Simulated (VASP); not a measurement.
# InAg (Pm-3m) in VASP: further runs

The runs below take InAg through single point, with LDA.

All numbers are computed with VASP 6.6.1; they aren't measurements. Logs are shortened: lines on timing, memory, paths and dates and some standing lists are left out, and cuts for length are marked.

### Step 1. The cell of the first run

It takes space group Pm-3m (No. 221, cubic). Conventional cell: a = 3.465 Å, b = 3.465 Å, c = 3.465 Å, α = 90.00°, β = 90.00°, γ = 90.00°. Within 4.0 Å of In (site symmetry m-3m) lie 8 Ag at 3.00 Å and 6 In at 3.46 Å. Ag (site symmetry m-3m) has 8 In at 3.00 Å and 6 Ag at 3.46 Å within 4.0 Å.

### Step 2. Single point, LDA

File INCAR:

```
ALGO = Normal
EDIFF = 1E-6
ENCUT = 500
GGA_COMPAT = False
ISIF = 2
ISMEAR = -1
LASPH = True
LCHARG = True
LELF = True
LREAL = False
LVHAR = True
LWAVE = False
NBANDS = 19
NELM = 120
PREC = Accurate
SIGMA = 0.05
```

File KPOINTS:

```
k-points
0
Gamma
  7 7 7
```

File POSCAR:

```
InAg
1.0
    3.4647890000      0.0000000000      0.0000000000
    0.0000000000      3.4647890000      0.0000000000
    0.0000000000      0.0000000000      3.4647890000
In Ag
1 1
Direct
    0.5000000000      0.5000000000      0.5000000000
    0.0000000000      0.0000000000      0.0000000000
```

Potentials or basis: VASP PAW LDA potentials, release 64 (In_d, Ag).

Command:

```bash
$ cat potpaw_LDA.64/In_d/POTCAR potpaw_LDA.64/Ag/POTCAR > POTCAR
$ mpirun -np 1 vasp_std > vasp.out
```

OUTCAR:

```text
EDIFF = 1E-6
   ENCUT = 500
   ISIF = 2
   ISMEAR = -1
   LASPH = True
   LREAL = False
   NELM = 120
   PREC = Accurate

 ion  position               nearest neighbor table
   1  0.500  0.500  0.500-   2 3.00   2 3.00   2 3.00   2 3.00   2 3.00   2 3.00   2 3.00   2 3.00

   2  0.000  0.000  0.000-   1 3.00   1 3.00   1 3.00   1 3.00   1 3.00   1 3.00   1 3.00   1 3.00

  LATTYP: Found a simple cubic cell.
 ALAT       =     3.4647890000

  Lattice vectors:

 A1 = (   3.4647890000,   0.0000000000,   0.0000000000)
 A2 = (   0.0000000000,   3.4647890000,   0.0000000000)
 A3 = (   0.0000000000,   0.0000000000,   3.4647890000)

Analysis of symmetry for initial positions (statically):
=====================================================================
 Subroutine PRICEL returns:
 Original cell was already a primitive cell.

 Routine SETGRP: Setting up the symmetry group for a
 simple cubic supercell.

 Subroutine GETGRP returns: Found 48 space group operations
 (whereof 48 operations were pure point group operations)
 out of a pool of 48 trial point group operations.

The static configuration has the point symmetry O_h .

Analysis of symmetry for dynamics (positions and initial velocities):
=====================================================================
 Subroutine PRICEL returns:
 Original cell was already a primitive cell.

 Routine SETGRP: Setting up the symmetry group for a
 simple cubic supercell.

 Subroutine GETGRP returns: Found 48 space group operations
 (whereof 48 operations were pure point group operations)
 out of a pool of 48 trial point group operations.

The dynamic configuration has the point symmetry O_h .

 Subroutine INISYM returns: Found 48 space group operations
 (whereof 48 operations are pure point group operations),
 and found     1 'primitive' translations

----------------------------------------------------------------------------------------

                                     Primitive cell

  volume of cell :      41.5940

  direct lattice vectors                    reciprocal lattice vectors
     3.464789000  0.000000000  0.000000000     0.288617864  0.000000000  0.000000000
     0.000000000  3.464789000  0.000000000     0.000000000  0.288617864  0.000000000
     0.000000000  0.000000000  3.464789000     0.000000000  0.000000000  0.288617864

  length of vectors
     3.464789000  3.464789000  3.464789000     0.288617864  0.288617864  0.288617864

  position of ions in fractional coordinates (direct lattice)
     0.500000000  0.500000000  0.500000000
     0.000000000  0.000000000  0.000000000
[... 71 lines left out ...]
   NELM   =    120;   NELMIN=  2; NELMDL= -5     # of ELM steps
   EDIFF  = 0.1E-05   stopping-criterion for ELM
   LREAL  =      F    real-space projection
   EDIFFG = 0.1E-04   stopping-criterion for IOM
   NSW    =      0    number of steps for IOM
   IBRION =     -1    ionic relax: 0-MD 1-quasi-New 2-CG
   NFREE  =      0    steps in history (QN), initial steepest desc. (CG)
   ISIF   =      2    stress and relaxation
   ISYM   =      2    0-nonsym 1-usesym 2-fastsym
   POTIM  = 0.5000    time-step for ionic-motion
   TEBEG  =    0.0;   TEEND  =   0.0 temperature during run
   PSTRESS=    0.0 pullay stress
   NELECT =      24.0000    total number of electrons
   NUPDOWN=      -1.0000    fix difference up-down
   EMIN   =  10.00;   EMAX   =-10.00  energy-range for DOS
   EFERMI =   0.00;   METHOD = LEGACY
   ISMEAR =    -1;   SIGMA  =   0.05  broadening in eV -4-tet -1-fermi 0-gaus
   EFERMI_NEDOS =   21; number of points for ismear=-14 and -15
   IALGO  =     38    algorithm
   IMIX   =      4    mixing-type and parameters
     AMIX     =   0.40;   BMIX     =  1.00
     AMIX_MAG =   1.60;   BMIX_MAG =  1.00
  volume/ion in A,a.u.               =      20.80       140.34
  Fermi-wavevector in a.u.,A,eV,Ry     =   1.362914  2.575534 25.273292  1.857535
  Thomas-Fermi vector in A             =   2.489362
   LORBIT       =      0    0 simple, 1 ext, 2 COOP (PROOUT), +10 PAW based schemes
   GGA     = CA    functional components
   LHFCALC =     F    Hartree Fock is set to
   AEXX    =    0.0000 exact exchange contribution
   IVDW    =     0    specifies the selected vdW correction
   LEPSILON=     F    determine dielectric tensor
   LRPA    =     F    only Hartree local field effects (RPA)
 non-spin polarized calculation
  energy-cutoff  :      500.00
  volume of cell :       41.59
 maximum number of plane-waves:      1066
 NGX is ok and might be reduce to    28
   NGX = 13   NGY = 13   NGZ = 13

 number of electron      24.0000007 magnetization

 Free energy of the ion-electron system (eV)
  ---------------------------------------------------
  ext. energy  EPLUGINS =         0.00000000
  ---------------------------------------------------
  free energy    TOTEN  =        -6.87711739 eV

  energy without entropy =       -6.86856809  energy(sigma->0) =       -6.87284274

 E-fermi :   8.1454     XC(G=0): -11.5805

 val. band max:        8.0314512677   @ k =   0.4286   0.4286   0.2857
 cond. band min:       8.1771363886   @ k =   0.2857   0.2857   0.1429
 fundamental gap:      0.1456851209
 Fermi energy:         8.1454265159

 k-point     1 :       0.0000    0.0000    0.0000
  band No.  band energies     occupation
      1      -6.4582      2.00000
      2      -6.4582      2.00000
      3      -6.2077      2.00000
      4      -6.2077      2.00000
      5      -6.2077      2.00000
      6      -1.2227      2.00000
[... 417 lines left out ...]
      6       2.3050      2.00000
[... 11 lines left out ...]
     18      13.7736      0.00000
     19      29.0897      0.00000

------------------------ aborting loop because EDIFF is reached ----------------------------------------

  FORCE on cell =-STRESS in cart. coord.  units (eV):
  Direction    XX          YY          ZZ          XY          YZ          ZX
  --------------------------------------------------------------------------------------
  -------------------------------------------------------------------------------------
  Total       -1.4053195     -1.4053195     -1.4053195      0.0000000      0.0000000      0.0000000
  in kB      -54.1321510    -54.1321510    -54.1321510      0.0000000      0.0000000      0.0000000
  external PRESSURE =     -54.1321510 kB  Pullay stress =       0.0000000 kB

 VOLUME and BASIS-vectors are now :
 -----------------------------------------------------------------------------
  energy-cutoff  :      500.00
  volume of cell :       41.59
      direct lattice vectors                 reciprocal lattice vectors
     3.464789000  0.000000000  0.000000000     0.288617864  0.000000000  0.000000000
     0.000000000  3.464789000  0.000000000     0.000000000  0.288617864  0.000000000
     0.000000000  0.000000000  3.464789000     0.000000000  0.000000000  0.288617864

 POSITION                                       TOTAL-FORCE (eV/Angst)
 -----------------------------------------------------------------------------------
      1.73239      1.73239      1.73239         0.000000      0.000000      0.000000
      0.00000      0.00000      0.00000         0.000000      0.000000      0.000000
 -----------------------------------------------------------------------------------
    total drift:                                0.000000      0.000000      0.000000

  FREE ENERGIE OF THE ION-ELECTRON SYSTEM (eV)
  ---------------------------------------------------
  free  energy   TOTEN  =        -6.8771173926 eV

  energy  without entropy=       -6.8685680918  energy(sigma->0) =       -6.87284274
```

OSZICAR:

```text
N       E                     dE             d eps       ncg     rms          rms(c)
DAV:   1     0.168062482012E+03    0.16806E+03   -0.11450E+04   776   0.159E+03
DAV:   2     0.139577282270E+01   -0.16667E+03   -0.15934E+03   766   0.345E+02
DAV:   3    -0.711505198224E+01   -0.85108E+01   -0.84568E+01   870   0.839E+01
DAV:   4    -0.729866344096E+01   -0.18361E+00   -0.18349E+00   903   0.115E+01
DAV:   5    -0.730588090486E+01   -0.72175E-02   -0.72170E-02  1016   0.233E+00    0.566E+00
DAV:   6    -0.690876739001E+01    0.39711E+00   -0.20352E+00   811   0.126E+01    0.390E+00
DAV:   7    -0.688635996097E+01    0.22407E-01   -0.63419E-02   944   0.332E+00    0.207E+00
DAV:   8    -0.687764403355E+01    0.87159E-02   -0.99200E-03  1027   0.133E+00    0.244E-01
DAV:   9    -0.687714770901E+01    0.49632E-03   -0.17824E-03  1021   0.679E-01    0.140E-01
DAV:  10    -0.687711887047E+01    0.28839E-04   -0.17830E-04   858   0.143E-01    0.344E-02
DAV:  11    -0.687711745731E+01    0.14132E-05   -0.83179E-06   948   0.325E-02    0.113E-02
DAV:  12    -0.687711739257E+01    0.64738E-07   -0.42762E-07   473   0.603E-03
   1 F= -.68771174E+01 E0= -.68728427E+01  d E =-.854930E-02
```

stdout:

```text
POSCAR found type information on POSCAR InAg
 POSCAR found :  2 types and       2 ions
 scaLAPACK will be used
 LDA part: xc-table for (Slater(with rela. corr.)+CA(PZ))
 , standard interpolation
 POSCAR, INCAR and KPOINTS ok, starting setup
 FFT: planning ... GRIDC
 FFT: planning ... GRID_SOFT
 FFT: planning ... GRID
 WAVECAR not read
 entering main loop
```

Run time: 8.2 s. Hardware: 1 thread of Intel Xeon Platinum 8559C (Emerald Rapids), shared host; peak memory 0.14 GiB.

What came out:

- Free energy: -6.8771 eV
- Pressure: -5.4 GPa
- Band gap on the k mesh: zero (band 12 reaches 11.40 eV, above the bottom of band 13 at 7.59 eV)

Caveat: spin-orbit coupling is left out, which moves the levels of the heavy elements.

### Step 3. Single point, LDA

File INCAR:

```
SYSTEM = InAg
PREC = Accurate
ENCUT = 500
EDIFF = 1E-6
ISMEAR = -1
SIGMA = 0.05
LREAL = .False.
LASPH = .True.
NELM = 120
ALGO = Normal
ISIF = 2
LWAVE = .False.
LCHARG = .True.
LELF = .True.
LVHAR = .True.
NBANDS = 19
GGA_COMPAT = .False.
```

File KPOINTS:

```
Automatic mesh
0
Gamma
  7 7 7
  0 0 0
```

POSCAR is that of step 2.

Potentials or basis: VASP PAW LDA potentials, release 64 (In_d, Ag).

Command:

```bash
$ cat potpaw_LDA.64/In_d/POTCAR potpaw_LDA.64/Ag/POTCAR > POTCAR
$ mpirun -np 1 vasp_std > vasp.out
```

OUTCAR:

```text
SYSTEM = InAg
   PREC = Accurate
   ENCUT = 500
   EDIFF = 1E-6
   ISMEAR = -1
   LREAL = .False.
   LASPH = .True.
   NELM = 120
   ISIF = 2

 ion  position               nearest neighbor table
   1  0.500  0.500  0.500-   2 3.00   2 3.00   2 3.00   2 3.00   2 3.00   2 3.00   2 3.00   2 3.00

   2  0.000  0.000  0.000-   1 3.00   1 3.00   1 3.00   1 3.00   1 3.00   1 3.00   1 3.00   1 3.00

  LATTYP: Found a simple cubic cell.
 ALAT       =     3.4647890000

  Lattice vectors:

 A1 = (   3.4647890000,   0.0000000000,   0.0000000000)
 A2 = (   0.0000000000,   3.4647890000,   0.0000000000)
 A3 = (   0.0000000000,   0.0000000000,   3.4647890000)

Analysis of symmetry for initial positions (statically):
=====================================================================
 Subroutine PRICEL returns:
 Original cell was already a primitive cell.

 Routine SETGRP: Setting up the symmetry group for a
 simple cubic supercell.

 Subroutine GETGRP returns: Found 48 space group operations
 (whereof 48 operations were pure point group operations)
 out of a pool of 48 trial point group operations.

The static configuration has the point symmetry O_h .
[... 152 lines left out ...]
  free energy    TOTEN  =        -6.87711739 eV

  energy without entropy =       -6.86856809  energy(sigma->0) =       -6.87284274

 E-fermi :   8.1454     XC(G=0): -11.5805

 val. band max:        8.0314512677   @ k =   0.4286   0.4286   0.2857
 cond. band min:       8.1771363886   @ k =   0.2857   0.2857   0.1429
 fundamental gap:      0.1456851209
 Fermi energy:         8.1454265159

 k-point     1 :       0.0000    0.0000    0.0000
  band No.  band energies     occupation
      1      -6.4582      2.00000
      2      -6.4582      2.00000
      3      -6.2077      2.00000
      4      -6.2077      2.00000
      5      -6.2077      2.00000
      6      -1.2227      2.00000
[... 417 lines left out ...]
      6       2.3050      2.00000
[... 11 lines left out ...]
     18      13.7736      0.00000
     19      29.0897      0.00000

------------------------ aborting loop because EDIFF is reached ----------------------------------------

  FORCE on cell =-STRESS in cart. coord.  units (eV):
  Direction    XX          YY          ZZ          XY          YZ          ZX
  --------------------------------------------------------------------------------------
  -------------------------------------------------------------------------------------
  Total       -1.4053195     -1.4053195     -1.4053195      0.0000000      0.0000000      0.0000000
  in kB      -54.1321510    -54.1321510    -54.1321510      0.0000000      0.0000000      0.0000000
  external PRESSURE =     -54.1321510 kB  Pullay stress =       0.0000000 kB

 VOLUME and BASIS-vectors are now :
 -----------------------------------------------------------------------------
  energy-cutoff  :      500.00
  volume of cell :       41.59
      direct lattice vectors                 reciprocal lattice vectors
     3.464789000  0.000000000  0.000000000     0.288617864  0.000000000  0.000000000
     0.000000000  3.464789000  0.000000000     0.000000000  0.288617864  0.000000000
     0.000000000  0.000000000  3.464789000     0.000000000  0.000000000  0.288617864

 POSITION                                       TOTAL-FORCE (eV/Angst)
 -----------------------------------------------------------------------------------
      1.73239      1.73239      1.73239         0.000000      0.000000      0.000000
      0.00000      0.00000      0.00000         0.000000      0.000000      0.000000
 -----------------------------------------------------------------------------------
    total drift:                                0.000000      0.000000      0.000000

  FREE ENERGIE OF THE ION-ELECTRON SYSTEM (eV)
  ---------------------------------------------------
  free  energy   TOTEN  =        -6.8771173926 eV

  energy  without entropy=       -6.8685680918  energy(sigma->0) =       -6.87284274
```

stdout:

```text
POSCAR found type information on POSCAR InAg
 POSCAR found :  2 types and       2 ions
 scaLAPACK will be used
 LDA part: xc-table for (Slater(with rela. corr.)+CA(PZ))
 , standard interpolation
 POSCAR, INCAR and KPOINTS ok, starting setup
 FFT: planning ... GRIDC
 FFT: planning ... GRID_SOFT
 FFT: planning ... GRID
 WAVECAR not read
 entering main loop
```

It took 8.2 s on 1 thread of Intel Xeon Platinum 8559C (Emerald Rapids), shared host; peak memory 0.14 GiB.

What came out:

```yaml
Free_energy: -6.8771 eV
Pressure: -5.4 GPa
Band_gap_on_the_k_mesh: zero (band 12 reaches 11.40 eV, above the bottom of band 13 at 7.59 eV)
```

Levels at points of the mesh, in eV from the Fermi level:
| k point | band 9 | band 10 | band 11 | band 12 | band 13 | band 14 | band 15 | band 16 |
| --- | --- | --- | --- | --- | --- | --- | --- | --- |
| (0.00, 0.00, 0.00) | -4.47 | -4.47 | -4.47 | 3.25 | 3.25 | 3.25 | 6.13 | 8.59 |

Caveat: spin-orbit coupling is left out, which moves the levels of the heavy elements.
